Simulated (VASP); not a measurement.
Here is a VASP 6.6.1 calculation.

Contents of INCAR:

```
  PREC = Accurate
  ENCUT = 500
  EDIFF = 1E-6
  ISMEAR = -1
  SIGMA = 0.02
  LREAL = F
  LASPH = T
  NELM = 120
  ALGO = Normal
  ISIF = 2
  LWAVE = F
  LCHARG = F
  NBANDS = 11
  GGA_COMPAT = F
```

KPOINTS

```
Automatic mesh
0
Gamma
  8 8 8
```

POSCAR

```
Sr
1.0
    0.0000000000      3.0823855122      3.0823855122
    3.0823855122      0.0000000000      3.0823855122
    3.0823855122      3.0823855122      0.0000000000
Sr
1
Direct
    0.0000000000      0.0000000000      0.0000000000
```

Potentials or basis: VASP PAW LDA potentials, release 64 (Sr_sv).

The run is started by

```bash
$ cat potpaw_LDA.64/Sr_sv/POTCAR > POTCAR
$ mpirun -np 1 vasp_std > vasp.out
```

Estimate the pressure.

-1.9 GPa.

Predict the band gap on the k mesh.

zero (bands 5 and 6 overlap by 0.07 eV).
